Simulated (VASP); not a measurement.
# Al (Fm-3m) in VASP: a series of runs

The runs below take Al through single point, with PBEsol.

Program: VASP 6.6.1. These are calculated values, not measurements. Logs are shortened: lines on timing, memory, paths and dates and some standing lists are left out, and cuts for length are marked.

**1. The cell of the first run**

It takes space group Fm-3m (No. 225, cubic). Conventional cell: a = 4.050 Å, b = 4.050 Å, c = 4.050 Å, α = 90.00°, β = 90.00°, γ = 90.00°. Al (site symmetry m-3m) has 12 Al at 2.86 Å within 3.8 Å.

**2. Single point, PBEsol**

INCAR reads:

```
  PREC = Accurate
  ENCUT = 520
  EDIFF = 1E-6
  ISMEAR = -1
  SIGMA = 0.05
  LREAL = False
  LASPH = True
  NELM = 80
  ALGO = Fast
  ISIF = 2
  LWAVE = False
  LCHARG = False
  GGA = PS
  NBANDS = 8
```

KPOINTS reads:

```
regular mesh
0
Gamma
  11 11 11
```

POSCAR reads:

```
Al
1.0
    0.0000000000      2.0248050000      2.0248050000
    2.0248050000      0.0000000000      2.0248050000
    2.0248050000      2.0248050000      0.0000000000
Al
1
Direct
    0.0000000000      0.0000000000      0.0000000000
```

Potentials or basis: VASP PAW PBE potentials, release 64 (Al).

Started as:

```
> cat potpaw_PBE.64/Al/POTCAR > POTCAR
> mpirun -np 1 vasp_std > vasp.out
```

OUTCAR:

```text
PREC = Accurate
   ENCUT = 520
   EDIFF = 1E-6
   ISMEAR = -1
   LREAL = False
   LASPH = True
   NELM = 80
   ISIF = 2
   GGA = PS

 ion  position               nearest neighbor table
   1  0.000  0.000  0.000-

  LATTYP: Found a face centered cubic cell.
 ALAT       =     4.0496100000

  Lattice vectors:

 A1 = (   0.0000000000,   2.0248050000,   2.0248050000)
 A2 = (   2.0248050000,   0.0000000000,   2.0248050000)
 A3 = (   2.0248050000,   2.0248050000,   0.0000000000)

Analysis of symmetry for initial positions (statically):
=====================================================================
 Subroutine PRICEL returns:
 Original cell was already a primitive cell.

 Routine SETGRP: Setting up the symmetry group for a
 face centered cubic supercell.

 Subroutine GETGRP returns: Found 48 space group operations
[... 9 lines left out ...]

 Routine SETGRP: Setting up the symmetry group for a
 face centered cubic supercell.

 Subroutine GETGRP returns: Found 48 space group operations
 (whereof 48 operations were pure point group operations)
 out of a pool of 48 trial point group operations.

The dynamic configuration has the point symmetry O_h .

 Subroutine INISYM returns: Found 48 space group operations
 (whereof 48 operations are pure point group operations),
 and found     1 'primitive' translations

----------------------------------------------------------------------------------------

                                     Primitive cell

  volume of cell :      16.6027

  direct lattice vectors                    reciprocal lattice vectors
     0.000000000  2.024805000  2.024805000    -0.246937359  0.246937359  0.246937359
     2.024805000  0.000000000  2.024805000     0.246937359 -0.246937359  0.246937359
     2.024805000  2.024805000  0.000000000     0.246937359  0.246937359 -0.246937359

  length of vectors
     2.863506692  2.863506692  2.863506692     0.427708053  0.427708053  0.427708053

  position of ions in fractional coordinates (direct lattice)
     0.000000000  0.000000000  0.000000000

  ion indices of the primitive-cell ions
   primitive index   ion index
                 1           1

----------------------------------------------------------------------------------------

 KPOINTS: regular mesh

Automatic generation of k-mesh.
 Grid dimensions read from file:
 generate k-points for:   11   11   11

 Generating k-lattice:

  Cartesian coordinates                     Fractional coordinates (reciprocal lattice)
    -0.022448851  0.022448851  0.022448851     0.090909091  0.000000000  0.000000000
     0.022448851 -0.022448851  0.022448851     0.000000000  0.090909091  0.000000000
     0.022448851  0.022448851 -0.022448851     0.000000000  0.000000000  0.090909091

  Length of vectors
     0.038882550  0.038882550  0.038882550

  Shift w.r.t. Gamma in fractional coordinates (k-lattice)
     0.000000000  0.000000000  0.000000000

 Subroutine IBZKPT returns following result:
 ===========================================

 Found     56 irreducible k-points:

 Following reciprocal coordinates:
            Coordinates               Weight
  0.000000  0.000000  0.000000      1.000000
  0.090909  0.000000  0.000000      8.000000
  0.181818  0.000000  0.000000      8.000000
  0.272727  0.000000  0.000000      8.000000
  0.363636  0.000000  0.000000      8.000000
  0.454545  0.000000  0.000000      8.000000
[... 16 lines left out ...]
 -0.272727  0.181818  0.000000     24.000000
 -0.181818  0.181818  0.000000     12.000000
 [... further k-points ...]
   k-points           NKPTS =     56   k-points in BZ     NKDIM =     56   number of bands    NBANDS=      8
   number of dos      NEDOS =    301   number of ions     NIONS =      1
   total plane-waves  NPLWV =  13824
   dimension x,y,z NGX =    24 NGY =   24 NGZ =   24
   dimension x,y,z NGXF=    48 NGYF=   48 NGZF=   48
   ions per type =               1
   NGX,Y,Z   is equivalent  to a cutoff of  13.93, 13.93, 13.93 a.u.
   NGXF,Y,Z  is equivalent  to a cutoff of  27.87, 27.87, 27.87 a.u.
 SYSTEM =  unknown system
   PREC   = accura    normal or accurate (medium, high low for compatibility)
   ISTART =      0    job   : 0-new  1-cont  2-samecut
   ICHARG =      2    charge: 1-file 2-atom 10-const
   ISPIN  =      1    spin polarized calculation?
   LNONCOLLINEAR =      F non collinear calculations
   LSORBIT =      F    spin-orbit coupling
   LASPH  =      T    aspherical Exc in radial PAW
   ENCUT  =  520.0 eV  38.22 Ry    6.18 a.u.   5.32  5.32  5.32*2*pi/ulx,y,z
   NELM   =     80;   NELMIN=  2; NELMDL= -5     # of ELM steps
   EDIFF  = 0.1E-05   stopping-criterion for ELM
   LREAL  =      F    real-space projection
   EDIFFG = 0.1E-04   stopping-criterion for IOM
   NSW    =      0    number of steps for IOM
   IBRION =     -1    ionic relax: 0-MD 1-quasi-New 2-CG
   NFREE  =      0    steps in history (QN), initial steepest desc. (CG)
   ISIF   =      2    stress and relaxation
   ISYM   =      2    0-nonsym 1-usesym 2-fastsym
   POTIM  = 0.5000    time-step for ionic-motion
   TEBEG  =    0.0;   TEEND  =   0.0 temperature during run
   PSTRESS=    0.0 pullay stress
   NELECT =       3.0000    total number of electrons
   NUPDOWN=      -1.0000    fix difference up-down
   EMIN   =  10.00;   EMAX   =-10.00  energy-range for DOS
   EFERMI =   0.00;   METHOD = LEGACY
   ISMEAR =    -1;   SIGMA  =   0.05  broadening in eV -4-tet -1-fermi 0-gaus
   EFERMI_NEDOS =   21; number of points for ismear=-14 and -15
   IALGO  =     68    algorithm
   IMIX   =      4    mixing-type and parameters
     AMIX     =   0.40;   BMIX     =  1.00
     AMIX_MAG =   1.60;   BMIX_MAG =  1.00
  volume/ion in A,a.u.               =      16.60       112.04
  Fermi-wavevector in a.u.,A,eV,Ry     =   0.925526  1.748991 11.654733  0.856599
  Thomas-Fermi vector in A             =   2.051390
   LORBIT       =      0    0 simple, 1 ext, 2 COOP (PROOUT), +10 PAW based schemes
   GGA     = PS    functional components
   LHFCALC =     F    Hartree Fock is set to
   AEXX    =    0.0000 exact exchange contribution
   IVDW    =     0    specifies the selected vdW correction
   LEPSILON=     F    determine dielectric tensor
   LRPA    =     F    only Hartree local field effects (RPA)
 non-spin polarized calculation
 RMM-DIIS sequential band-by-band and
  energy-cutoff  :      520.00
  volume of cell :       16.60
 maximum number of plane-waves:       459
 NGX is ok and might be reduce to    24
   NGX = 11   NGY = 11   NGZ = 11

 number of electron       3.0000000 magnetization

 Free energy of the ion-electron system (eV)
  ---------------------------------------------------
  ext. energy  EPLUGINS =         0.00000000
  ---------------------------------------------------
  free energy    TOTEN  =        -4.09954853 eV

  energy without entropy =       -4.09555198  energy(sigma->0) =       -4.09755025

 E-fermi :   7.8940     XC(G=0): -10.2343

 val. band max:        7.8836888370   @ k =  -0.4545   0.3636   0.0000
 cond. band min:       7.9162912339   @ k =   0.4545   0.1818   0.0909
 fundamental gap:      0.0326023969
 Fermi energy:         7.8940386007

 k-point     1 :       0.0000    0.0000    0.0000
  band No.  band energies     occupation
      1      -3.2017      2.00000
      2      20.4462      0.00000
      3      20.4462      0.00000
      4      20.4462      0.00000
      5      21.8911      0.00000
      6      21.8911      0.00000
      7      21.8911      0.00000
      8      24.3234      0.00000

 k-point     2 :       0.0909    0.0000    0.0000
  band No.  band energies     occupation
      1      -2.9781      2.00000
      2      17.5343      0.00000
      3      19.8002      0.00000
      4      19.8002      0.00000
      5      22.5780      0.00000
      6      22.8746      0.00000
      7      22.8746      0.00000
      8      26.0850      0.00000

 k-point     3 :       0.1818    0.0000    0.0000
  band No.  band energies     occupation
      1      -2.3095      2.00000
      2      13.8977      0.00000
      3      19.0686      0.00000
      4      19.0686      0.00000
      5      22.3517      0.00000
      6      23.6934      0.00000
      7      23.6934      0.00000
      8      25.2071      0.00000

 k-point     4 :       0.2727    0.0000    0.0000
  band No.  band energies     occupation
      1      -1.2021      2.00000
      2      10.4795      0.00000
      3      18.6608      0.00000
      4      18.6608      0.00000
      5      22.1418      0.00000
      6      22.1552      0.00000
      7      22.1552      0.00000
      8      26.1567      0.00000

 k-point     5 :       0.3636    0.0000    0.0000
  band No.  band energies     occupation
      1       0.3341      2.00000
      2       7.3823      1.99993
      3      18.6169      0.00000
      4      18.6169      0.00000
      5      20.7307      0.00000
      6      20.7307      0.00000
      7      22.2133      0.00000
      8      24.6725      0.00000

 k-point     6 :       0.4545    0.0000    0.0000
  band No.  band energies     occupation
      1       2.2844      2.00000
      2       4.6475      2.00000
      3      18.9450      0.00000
      4      18.9450      0.00000
      5      19.6547      0.00000
      6      19.6547      0.00000
      7      22.6509      0.00000
      8      23.4855      0.00000

 k-point     7 :       0.0909    0.0909    0.0000
  band No.  band energies     occupation
      1      -2.9037      2.00000
      2      18.5411      0.00000
      3      18.5411      0.00000
      4      18.8496      0.00000
      5      21.2273      0.00000
      6      24.1848      0.00000
      7      24.2266      0.00000
      8      24.2266      0.00000

 k-point     8 :       0.1818    0.0909    0.0000
  band No.  band energies     occupation
      1      -2.3836      2.00000
      2      15.2172      0.00000
      3      17.6174      0.00000
      4      18.9606      0.00000
      5      21.5641      0.00000
      6      22.1818      0.00000
      7      24.6150      0.00000
      8      25.6198      0.00000

 k-point     9 :       0.2727    0.0909    0.0000
  band No.  band energies     occupation
      1      -1.4229      2.00000
      2      11.7494      0.00000
      3      17.0627      0.00000
      4      18.6203      0.00000
      5      19.9219      0.00000
      6      23.6920      0.00000
      7      24.5526      0.00000
      8      24.6462      0.00000

 k-point    10 :       0.3636    0.0909    0.0000
  band No.  band energies     occupation
      1      -0.0302      2.00000
      2       8.5543      0.00000
      3      16.8839      0.00000
      4      18.2767      0.00000
      5      18.5317      0.00000
      6      23.1931      0.00000
      7      24.2978      0.00000
      8      25.9455      0.00000
[... 78 lines left out ...]
 k-point    18 :       0.2727    0.1818    0.0000
  band No.  band energies     occupation
      1      -1.2021      2.00000
      2      13.3361      0.00000
      3      15.8513      0.00000
      4      17.1408      0.00000
      5      17.4220      0.00000
      6      20.3928      0.00000
      7      27.3147      0.00000
      8      28.0233      0.00000

 k-point    19 :       0.3636    0.1818    0.0000
  band No.  band energies     occupation
      1       0.0423      2.00000
      2      10.1045      0.00000
      3      15.5383      0.00000
      4      15.5400      0.00000
      5      17.1939      0.00000
      6      22.5110      0.00000
      7      25.9699      0.00000
      8      28.0497      0.00000

 k-point    20 :       0.4545    0.1818    0.0000
  band No.  band energies     occupation
      1       1.7080      2.00000
      2       7.1615      2.00000
      3      14.1370      0.00000
      4      15.6097      0.00000
      5      17.3450      0.00000
      6      24.7441      0.00000
      7      25.0453      0.00000
      8      27.9014      0.00000

 k-point    21 :      -0.4545    0.1818    0.0000
  band No.  band energies     occupation
      1       3.7662      2.00000
      2       4.5854      2.00000
      3      13.1314      0.00000
      4      16.0607      0.00000
      5      17.8701      0.00000
      6      23.8254      0.00000
      7      26.3038      0.00000
      8      28.6797      0.00000

 k-point    22 :      -0.3636    0.1818    0.0000
  band No.  band energies     occupation
      1       2.3556      2.00000
      2       6.2440      2.00000
      3      12.5399      0.00000
      4      16.8933      0.00000
      5      18.7892      0.00000
      6      23.2573      0.00000
      7      25.8778      0.00000
      8      28.8031      0.00000

 k-point    23 :      -0.2727    0.1818    0.0000
  band No.  band energies     occupation
      1       0.5520      2.00000
      2       9.0260      0.00000
      3      12.4024      0.00000
      4      18.1047      0.00000
      5      20.0856      0.00000
      6      23.0334      0.00000
      7      25.4345      0.00000
      8      25.9521      0.00000

 k-point    24 :      -0.1818    0.1818    0.0000
  band No.  band energies     occupation
      1      -0.8348      2.00000
      2      11.6965      0.00000
      3      13.1264      0.00000
      4      19.6798      0.00000
      5      21.7041      0.00000
      6      22.7539      0.00000
      7      23.8494      0.00000
      8      24.8071      0.00000

 [... further k-points ...]
[... 5 lines left out ...]
  --------------------------------------------------------------------------------------
  -------------------------------------------------------------------------------------
  Total       -0.1939885     -0.1939885     -0.1939885     -0.0000000      0.0000000      0.0000000
  in kB      -18.7200463    -18.7200463    -18.7200463     -0.0000000      0.0000000      0.0000000
  external PRESSURE =     -18.7200463 kB  Pullay stress =       0.0000000 kB

 VOLUME and BASIS-vectors are now :
 -----------------------------------------------------------------------------
  energy-cutoff  :      520.00
  volume of cell :       16.60
      direct lattice vectors                 reciprocal lattice vectors
     0.000000000  2.024805000  2.024805000    -0.246937359  0.246937359  0.246937359
     2.024805000  0.000000000  2.024805000     0.246937359 -0.246937359  0.246937359
     2.024805000  2.024805000  0.000000000     0.246937359  0.246937359 -0.246937359

 POSITION                                       TOTAL-FORCE (eV/Angst)
 -----------------------------------------------------------------------------------
      0.00000      0.00000      0.00000         0.000000     -0.000000      0.000000
 -----------------------------------------------------------------------------------
    total drift:                               -0.000000      0.000000     -0.000000

  FREE ENERGIE OF THE ION-ELECTRON SYSTEM (eV)
  ---------------------------------------------------
  free  energy   TOTEN  =        -4.0995485274 eV

  energy  without entropy=       -4.0955519752  energy(sigma->0) =       -4.09755025
```

Run time: 3.4 s. Hardware: 1 thread of Intel Xeon Platinum 8481C at 2.70GHz (Sapphire Rapids), shared host; peak memory 0.13 GiB.

What came out:

```yaml
Free_energy: -4.0995 eV
Pressure: -1.9 GPa
```

Caveat: the PAW data sets were made with another functional, which shifts forces and pressure a little.

**3. Single point, PBEsol (volume scaled by 0.94)**

INCAR reads:

```
SYSTEM = Al
ALGO = Normal ; EDIFF = 1E-6
ENCUT = 520 ; GGA = PS
ISIF = 2 ; ISMEAR = -1
LASPH = .TRUE. ; LCHARG = .FALSE.
LREAL = .FALSE. ; LWAVE = .FALSE.
NBANDS = 8 ; NELM = 80
PREC = Accurate ; SIGMA = 0.05
```

KPOINTS reads:

```
k-points
0
G
  11 11 11
  0 0 0
```

POSCAR reads:

```
Al
1.0
    0.0000000000      1.9834708509      1.9834708509
    1.9834708509      0.0000000000      1.9834708509
    1.9834708509      1.9834708509      0.0000000000
Al
1
Direct
    0.0000000000      0.0000000000      0.0000000000
```

Potentials or basis: VASP PAW PBE potentials, release 64 (Al).

Started as:

```
> cat potpaw_PBE.64/Al/POTCAR > POTCAR
> mpirun -np 1 vasp_std > vasp.out
```

Wall time 2.6 s (1 thread of Intel Xeon Platinum 8481C at 2.70GHz (Sapphire Rapids), shared host); peak memory 0.13 GiB.

The run converged. Its results:

```
Free energy : -4.0955 eV
Pressure    : 3.5 GPa
```

Levels at points of the mesh, in eV from the Fermi level:
```csv
k point,band 1,band 2,band 3,band 4
"(0.00, 0.00, 0.00)",-11.51,12.91,12.91,12.91
```

Caveat: the PAW data sets were made with another functional, which shifts forces and pressure a little.

**4. Single point, PBEsol (volume scaled by 0.96)**

INCAR reads:

```
SYSTEM = Al
ALGO = Fast ; EDIFF = 1E-6
ENCUT = 520 ; GGA = PS
ISIF = 2 ; ISMEAR = -1
LASPH = .True. ; LCHARG = .False.
LREAL = .False. ; LWAVE = .False.
NBANDS = 8 ; NELM = 60
PREC = Accurate ; SIGMA = 0.05
```

KPOINTS reads:

```
k-points
0
Gamma
  11 11 11
  0 0 0
```

POSCAR reads:

```
Al
1.0
    0.0000000000      1.9974394157      1.9974394157
    1.9974394157      0.0000000000      1.9974394157
    1.9974394157      1.9974394157      0.0000000000
Al
1
Direct
    0.0000000000      0.0000000000      0.0000000000
```

Started as:

```
> cat potpaw_PBE.64/Al/POTCAR > POTCAR
> mpirun -np 1 vasp_std > vasp.out
```

Run time: 3.2 s. Hardware: 1 thread of Intel Xeon Platinum 8481C at 2.70GHz (Sapphire Rapids), shared host; peak memory 0.13 GiB.

Results (log left out):

```
Free energy : -4.1006 eV
Pressure    : 1.5 GPa
```

Levels at points of the mesh, in eV from the Fermi level:
```tsv
k point	band 1	band 2	band 3	band 4	band 5	band 6
(0.00, 0.00, 0.00)	-11.37	12.79	12.79	12.79	14.55	14.55
```

Caveat: the PAW data sets were made with another functional, which shifts forces and pressure a little.

(Continued in part 2 of 2.)
